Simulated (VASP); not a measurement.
# TiGaC4N4 (P-43m) in VASP: a series of runs

The runs below take TiGaC4N4 through single point, with PBE.

Program: VASP 6.6.1. These are calculated values, not measurements. Logs are shortened: lines on timing, memory, paths and dates and some standing lists are left out, and cuts for length are marked.

## Step 1: The cell of the first run

It takes space group P-43m (No. 215, cubic). Conventional cell: a = 5.884 Å, b = 5.884 Å, c = 5.884 Å, α = 90.00°, β = 90.00°, γ = 90.00°. Within 2.7 Å of Ti (site symmetry -43m) lie 4 N at 2.03 Å. Within 2.5 Å of Ga (site symmetry -43m) lie 4 C at 1.90 Å. C (site symmetry 3m) has 1 N at 1.17 Å within 1.6 Å. N (site symmetry 3m) has 1 C at 1.17 Å within 1.6 Å.

## Step 2: Single point, PBE, collinear spin, ferromagnetic start

INCAR

```
PREC = Accurate
ENCUT = 520
EDIFF = 1E-6
ISMEAR = 0
SIGMA = 0.1
LREAL = False
LASPH = True
NELM = 150
ALGO = Normal
ISIF = 2
LWAVE = False
LCHARG = False
ISPIN = 2
MAGMOM = 1 0 0 0 0 0 0 0 0 0
LORBIT = 11
LMAXMIX = 4
GGA = PE
NBANDS = 46
```

KPOINTS

```
Automatic mesh
0
Gamma
  4 4 4
```

POSCAR

```
TiGaC4N4
1.0
    5.8843539400      0.0000000000      0.0000000000
    0.0000000000      5.8843539400      0.0000000000
    0.0000000000      0.0000000000      5.8843539400
Ti Ga C N
1 1 4 4
Direct
    0.5000000000      0.5000000000      0.5000000000
    0.0000000000      0.0000000000      0.0000000000
    0.1860282600      0.1860282600      0.1860282600
    0.1860282600      0.8139717400      0.8139717400
    0.8139717400      0.1860282600      0.8139717400
    0.8139717400      0.8139717400      0.1860282600
    0.3008241800      0.3008241800      0.3008241800
    0.3008241800      0.6991758200      0.6991758200
    0.6991758200      0.3008241800      0.6991758200
    0.6991758200      0.6991758200      0.3008241800
```

Potentials or basis: VASP PAW PBE potentials, release 64 (Ti_sv, Ga_d, C, N).

Run with:

```bash
> cat potpaw_PBE.64/Ti_sv/POTCAR potpaw_PBE.64/Ga_d/POTCAR potpaw_PBE.64/C/POTCAR potpaw_PBE.64/N/POTCAR > POTCAR
> mpirun -np 1 vasp_std > vasp.out
```

OUTCAR:

```text
PREC = Accurate
   ENCUT = 520
   EDIFF = 1E-6
   ISMEAR = 0
   LREAL = False
   LASPH = True
   NELM = 150
   ISIF = 2
   ISPIN = 2
   LORBIT = 11
   GGA = PE

 ion  position               nearest neighbor table
   1  0.500  0.500  0.500-   7 2.03   8 2.03   9 2.03  10 2.03
   2  0.000  0.000  0.000-   3 1.90   4 1.90   5 1.90   6 1.90
   3  0.186  0.186  0.186-   7 1.17   2 1.90
   4  0.186  0.814  0.814-   8 1.17   2 1.90
   5  0.814  0.186  0.814-   9 1.17   2 1.90
   6  0.814  0.814  0.186-  10 1.17   2 1.90
   7  0.301  0.301  0.301-   3 1.17   1 2.03
   8  0.301  0.699  0.699-   4 1.17   1 2.03
   9  0.699  0.301  0.699-   5 1.17   1 2.03
  10  0.699  0.699  0.301-   6 1.17   1 2.03

  LATTYP: Found a simple cubic cell.
 ALAT       =     5.8843539400

  Lattice vectors:

 A1 = (   5.8843539400,   0.0000000000,   0.0000000000)
 A2 = (   0.0000000000,   5.8843539400,   0.0000000000)
 A3 = (   0.0000000000,   0.0000000000,   5.8843539400)

Analysis of symmetry for initial positions (statically):
=====================================================================
 Subroutine PRICEL returns:
 Original cell was already a primitive cell.

 Routine SETGRP: Setting up the symmetry group for a
 simple cubic supercell.

 Subroutine GETGRP returns: Found 24 space group operations
 (whereof 24 operations were pure point group operations)
 out of a pool of 48 trial point group operations.

The static configuration has the point symmetry T_d .

Analysis of symmetry for dynamics (positions and initial velocities):
=====================================================================
 Subroutine PRICEL returns:
 Original cell was already a primitive cell.

 Routine SETGRP: Setting up the symmetry group for a
 simple cubic supercell.

 Subroutine GETGRP returns: Found 24 space group operations
 (whereof 24 operations were pure point group operations)
 out of a pool of 48 trial point group operations.

The dynamic configuration has the point symmetry T_d .

Analysis of structural, dynamic, and magnetic symmetry:
=====================================================================
 Subroutine PRICEL returns:
 Original cell was already a primitive cell.
[... 152 lines left out ...]
  ext. energy  EPLUGINS =         0.00000000
  ---------------------------------------------------
  free energy    TOTEN  =       -78.04781437 eV

  energy without entropy =      -78.01577204  energy(sigma->0) =      -78.03179321

 E-fermi :   1.8173     XC(G=0):  -7.2616

 val. band max:        1.7090209984   @ k =   0.2500   0.2500   0.2500
 cond. band min:       1.8275629400   @ k =   0.5000   0.2500   0.2500
 fundamental gap:      0.1185419416
 Fermi energy:         1.8173330248

 spin component 1

 k-point     1 :       0.0000    0.0000    0.0000
  band No.  band energies     occupation
      1     -56.3252      1.00000
      2     -32.6620      1.00000
      3     -32.6620      1.00000
      4     -32.6620      1.00000
      5     -18.2699      1.00000
      6     -18.1403      1.00000
[... 439 lines left out ...]
     41       4.5387      0.00000
     42       4.5387      0.00000
 Fermi energy:         1.8173330248

 spin component 2

 k-point     1 :       0.0000    0.0000    0.0000
  band No.  band energies     occupation
      1     -55.0295      1.00000
      2     -31.3641      1.00000
      3     -31.3641      1.00000
      4     -31.3641      1.00000
      5     -18.2079      1.00000
      6     -18.0834      1.00000
[... 439 lines left out ...]
     41       5.2826      0.00000
     42       5.2826      0.00000
 [bands above 42 left out]

------------------------ aborting loop because EDIFF is reached ----------------------------------------

  FORCE on cell =-STRESS in cart. coord.  units (eV):
  Direction    XX          YY          ZZ          XY          YZ          ZX
  --------------------------------------------------------------------------------------
  -------------------------------------------------------------------------------------
  Total        4.9906322      4.9906322      4.9906322      0.0000000     -0.0000000     -0.0000000
  in kB       39.2436850     39.2436850     39.2436850      0.0000000     -0.0000000     -0.0000000
  external PRESSURE =      39.2436850 kB  Pullay stress =       0.0000000 kB

 VOLUME and BASIS-vectors are now :
 -----------------------------------------------------------------------------
  energy-cutoff  :      520.00
  volume of cell :      203.75
      direct lattice vectors                 reciprocal lattice vectors
     5.884353940  0.000000000  0.000000000     0.169942191  0.000000000  0.000000000
     0.000000000  5.884353940  0.000000000     0.000000000  0.169942191  0.000000000
     0.000000000  0.000000000  5.884353940     0.000000000  0.000000000  0.169942191

 POSITION                                       TOTAL-FORCE (eV/Angst)
 -----------------------------------------------------------------------------------
      2.94218      2.94218      2.94218        -0.000000     -0.000000      0.000000
      0.00000      0.00000      0.00000        -0.000000     -0.000000      0.000000
      1.09466      1.09466      1.09466        -0.131690     -0.131690     -0.131690
      1.09466      4.78970      4.78970        -0.131690      0.131690      0.131690
      4.78970      1.09466      4.78970         0.131690     -0.131690      0.131690
      4.78970      4.78970      1.09466         0.131690      0.131690     -0.131690
      1.77016      1.77016      1.77016         0.805517      0.805517      0.805517
      1.77016      4.11420      4.11420         0.805517     -0.805517     -0.805517
      4.11420      1.77016      4.11420        -0.805517      0.805517     -0.805517
      4.11420      4.11420      1.77016        -0.805517     -0.805517      0.805517
 -----------------------------------------------------------------------------------
    total drift:                                0.000000      0.000000      0.000000

  FREE ENERGIE OF THE ION-ELECTRON SYSTEM (eV)
  ---------------------------------------------------
  free  energy   TOTEN  =       -78.0478143718 eV

  energy  without entropy=      -78.0157720400  energy(sigma->0) =      -78.03179321

 total charge

# of ion       s       p       d       tot
------------------------------------------
    1        2.163   6.146   1.987  10.295
    2        0.793   1.125  10.166  12.084
    3        0.946   1.687   0.000   2.633
    4        0.946   1.687   0.000   2.633
    5        0.946   1.687   0.000   2.633
    6        0.946   1.687   0.000   2.633
    7        1.306   2.593   0.000   3.899
    8        1.306   2.593   0.000   3.899
    9        1.306   2.593   0.000   3.899
   10        1.306   2.593   0.000   3.899
--------------------------------------------------
tot         11.961  24.393  12.153  48.507

 magnetization (x)

# of ion       s       p       d       tot
------------------------------------------
    1        0.009   0.026   1.322   1.357
    2       -0.009  -0.004   0.046   0.033
    3        0.011   0.119   0.000   0.130
    4        0.011   0.119   0.000   0.130
    5        0.011   0.119   0.000   0.130
    6        0.011   0.119   0.000   0.130
    7       -0.005  -0.019   0.000  -0.024
    8       -0.005  -0.019   0.000  -0.024
    9       -0.005  -0.019   0.000  -0.024
   10       -0.005  -0.019   0.000  -0.024
--------------------------------------------------
tot          0.026   0.420   1.368   1.814
```

stdout:

```text
POSCAR found type information on POSCAR TiGaC N
 POSCAR found :  4 types and      10 ions
 scaLAPACK will be used
 LDA part: xc-table for (Slater+PW92), standard interpolation
 POSCAR, INCAR and KPOINTS ok, starting setup
 FFT: planning ... GRIDC
 FFT: planning ... GRID_SOFT
 FFT: planning ... GRID
 WAVECAR not read
 entering main loop
```

Run time: 11 min. Hardware: 1 thread of AMD EPYC 7R13, shared host; peak memory 0.46 GiB.

What came out:

```yaml
Free_energy: -78.0478 eV
Pressure: 3.9 GPa
Largest_force: 1.395 eV/Å
Net_moment: 2.84 μB per cell
Site_moments: Ti +1.36; Ga +0.03; C +0.13; N -0.02 μB
Valence_electrons_inside_the_program's_atomic_spheres: Ti 10.29; Ga 12.08; C 2.63; N 3.90
```

Forces on the atoms (eV/Å):
```
Ti   0.000  0.000  0.000
Ga   0.000  0.000  0.000
C   -0.132 -0.132 -0.132
C   -0.132  0.132  0.132
C    0.132 -0.132  0.132
C    0.132  0.132 -0.132
N    0.806  0.806  0.806
N    0.806 -0.806 -0.806
N   -0.806  0.806 -0.806
N   -0.806 -0.806  0.806
```

Levels at points of the mesh, in eV from the Fermi level:
Spin up:
```csv
k point,band 29,band 30,band 31,band 32,band 33,band 34
"(0.00, 0.00, 0.00)",-5.85,-0.90,-0.90,-0.49,-0.49,-0.49
"(0.50, 0.00, 0.00)",-5.82,-0.99,-0.55,0.06,0.11,0.11
"(0.50, 0.50, 0.00)",-5.85,-0.95,-0.60,0.03,0.51,0.51
"(0.50, 0.50, 0.50)",-5.84,-0.88,-0.88,0.01,0.01,0.01
```
Spin down:
```
           k point  band 26  band 27  band 28  band 29  band 30  band 31  band 32  band 33
(0.00, 0.00, 0.00)    -5.83    -5.69    -5.69    -5.69     0.03     0.03     0.03     0.24
(0.50, 0.00, 0.00)    -5.93    -5.88    -5.66    -5.66     0.05     0.61     0.61     0.66
(0.50, 0.50, 0.00)    -5.94    -5.80    -5.70    -5.70     0.09     0.61     0.77     1.11
(0.50, 0.50, 0.50)    -6.00    -5.69    -5.69    -5.69     0.28     0.28     0.56     0.56
```

Caveat: forces of over 1 eV/Å act on the atoms, so gaps and moduli don't describe the material at rest.

## Step 3: Single point, PBE, collinear spin, ferromagnetic start

This run uses another cell than the first one, of 21.17 Å³/atom, 1.039 times its volume.

INCAR is that of step 2.

KPOINTS

```
regular mesh
0
Gamma
  4 4 4
```

POSCAR

```
TiGaC4N4
1.0
    5.9603680673      0.0000000000      0.0000000000
    0.0000000000      5.9603680673      0.0000000000
    0.0000000000      0.0000000000      5.9603680673
Ti Ga C N
1 1 4 4
Direct
    0.5000000000      0.5000000000      0.5000000000
    0.0000000000      0.0000000000      0.0000000000
    0.1898763119      0.1898763119      0.1898763119
    0.1898763119      0.8101236881      0.8101236881
    0.8101236881      0.1898763119      0.8101236881
    0.8101236881      0.8101236881      0.1898763119
    0.3041435449      0.3041435449      0.3041435449
    0.3041435449      0.6958564551      0.6958564551
    0.6958564551      0.3041435449      0.6958564551
    0.6958564551      0.6958564551      0.3041435449
```

Potentials or basis: VASP PAW PBE potentials, release 64 (Ti_sv, Ga_d, C, N).

Run with:

```bash
> cat potpaw_PBE.64/Ti_sv/POTCAR potpaw_PBE.64/Ga_d/POTCAR potpaw_PBE.64/C/POTCAR potpaw_PBE.64/N/POTCAR > POTCAR
> mpirun -np 1 vasp_std > vasp.out
```

OUTCAR:

```text
PREC = Accurate
   ENCUT = 520
   EDIFF = 1E-6
   ISMEAR = 0
   LREAL = False
   LASPH = True
   NELM = 150
   ISIF = 2
   ISPIN = 2
   LORBIT = 11
   GGA = PE

 ion  position               nearest neighbor table
   1  0.500  0.500  0.500-   7 2.02   8 2.02   9 2.02  10 2.02
   2  0.000  0.000  0.000-   3 1.96   4 1.96   5 1.96   6 1.96
   3  0.190  0.190  0.190-   7 1.18   2 1.96
   4  0.190  0.810  0.810-   8 1.18   2 1.96
   5  0.810  0.190  0.810-   9 1.18   2 1.96
   6  0.810  0.810  0.190-  10 1.18   2 1.96
   7  0.304  0.304  0.304-   3 1.18   1 2.02
   8  0.304  0.696  0.696-   4 1.18   1 2.02
   9  0.696  0.304  0.696-   5 1.18   1 2.02
  10  0.696  0.696  0.304-   6 1.18   1 2.02

  LATTYP: Found a simple cubic cell.
 ALAT       =     5.9603680673

  Lattice vectors:

[... 1116 lines left out ...]

 VOLUME and BASIS-vectors are now :
 -----------------------------------------------------------------------------
  energy-cutoff  :      520.00
  volume of cell :      211.75
      direct lattice vectors                 reciprocal lattice vectors
     5.960368067  0.000000000  0.000000000     0.167774874  0.000000000  0.000000000
     0.000000000  5.960368067  0.000000000     0.000000000  0.167774874  0.000000000
     0.000000000  0.000000000  5.960368067     0.000000000  0.000000000  0.167774874

 POSITION                                       TOTAL-FORCE (eV/Angst)
 -----------------------------------------------------------------------------------
      2.98018      2.98018      2.98018         0.000000     -0.000000      0.000000
      0.00000      0.00000      0.00000         0.000000     -0.000000      0.000000
      1.13173      1.13173      1.13173        -0.196880     -0.196880     -0.196880
      1.13173      4.82864      4.82864        -0.196880      0.196880      0.196880
      4.82864      1.13173      4.82864         0.196880     -0.196880      0.196880
      4.82864      4.82864      1.13173         0.196880      0.196880     -0.196880
      1.81281      1.81281      1.81281         0.198814      0.198814      0.198814
      1.81281      4.14756      4.14756         0.198814     -0.198814     -0.198814
      4.14756      1.81281      4.14756        -0.198814      0.198814     -0.198814
      4.14756      4.14756      1.81281        -0.198814     -0.198814      0.198814
 -----------------------------------------------------------------------------------
    total drift:                               -0.000000     -0.000000     -0.000000

  FREE ENERGIE OF THE ION-ELECTRON SYSTEM (eV)
  ---------------------------------------------------
  free  energy   TOTEN  =       -78.2292118216 eV

  energy  without entropy=      -78.1966840196  energy(sigma->0) =      -78.21294792

 total charge

# of ion       s       p       d       tot
------------------------------------------
    1        2.166   6.150   1.988  10.303
    2        0.758   0.983  10.125  11.866
    3        0.936   1.656   0.000   2.592
    4        0.936   1.656   0.000   2.592
    5        0.936   1.656   0.000   2.592
    6        0.936   1.656   0.000   2.592
    7        1.303   2.582   0.000   3.886
    8        1.303   2.582   0.000   3.886
    9        1.303   2.582   0.000   3.886
   10        1.303   2.582   0.000   3.886
--------------------------------------------------
tot         11.881  24.086  12.113  48.081

 magnetization (x)

# of ion       s       p       d       tot
------------------------------------------
    1        0.009   0.025   1.284   1.318
    2       -0.009  -0.001   0.036   0.027
    3        0.011   0.120   0.000   0.131
    4        0.011   0.120   0.000   0.131
    5        0.011   0.120   0.000   0.131
    6        0.011   0.120   0.000   0.131
    7       -0.004  -0.021   0.000  -0.026
    8       -0.004  -0.021   0.000  -0.026
    9       -0.004  -0.021   0.000  -0.026
   10       -0.004  -0.021   0.000  -0.026
--------------------------------------------------
tot          0.025   0.420   1.320   1.766
```

OSZICAR:

```text
N       E                     dE             d eps       ncg     rms          rms(c)
DAV:   1     0.635192668125E+03    0.63519E+03   -0.27600E+04  2072   0.139E+03
DAV:   2     0.139052958884E+02   -0.62129E+03   -0.58281E+03  2264   0.436E+02
DAV:   3    -0.827063973295E+02   -0.96612E+02   -0.94702E+02  2586   0.149E+02
[... 11 lines left out ...]
DAV:  15    -0.782290214006E+02   -0.99218E-03   -0.12369E-03  2554   0.158E-01    0.786E-02
DAV:  16    -0.782291542410E+02   -0.13284E-03   -0.55474E-04  2306   0.112E-01    0.367E-02
DAV:  17    -0.782292081616E+02   -0.53921E-04   -0.11615E-04  2120   0.572E-02    0.147E-02
DAV:  18    -0.782292087063E+02   -0.54473E-06   -0.11977E-05  2324   0.180E-02    0.995E-03
DAV:  19    -0.782292113443E+02   -0.26379E-05   -0.38712E-06  2100   0.107E-02    0.248E-03
DAV:  20    -0.782292118216E+02   -0.47729E-06   -0.61354E-07  1466   0.399E-03
   1 F= -.78229212E+02 E0= -.78212948E+02  d E =-.325278E-01  mag=     2.7864
```

It took 11 min on 1 thread of AMD EPYC 7R13, shared host; peak memory 0.46 GiB.

What came out:

```yaml
Free_energy: -78.2292 eV
Pressure: 0.5 GPa
Largest_force: 0.344 eV/Å
Net_moment: 2.79 μB per cell
Site_moments: Ti +1.32; Ga +0.03; C +0.13; N -0.03 μB
Valence_electrons_inside_the_program's_atomic_spheres: Ti 10.30; Ga 11.87; C 2.59; N 3.89
```

Forces on the atoms (eV/Å):
```
Ti   0.000  0.000  0.000
Ga   0.000  0.000  0.000
C   -0.197 -0.197 -0.197
C   -0.197  0.197  0.197
C    0.197 -0.197  0.197
C    0.197  0.197 -0.197
N    0.199  0.199  0.199
N    0.199 -0.199 -0.199
N   -0.199  0.199 -0.199
N   -0.199 -0.199  0.199
```
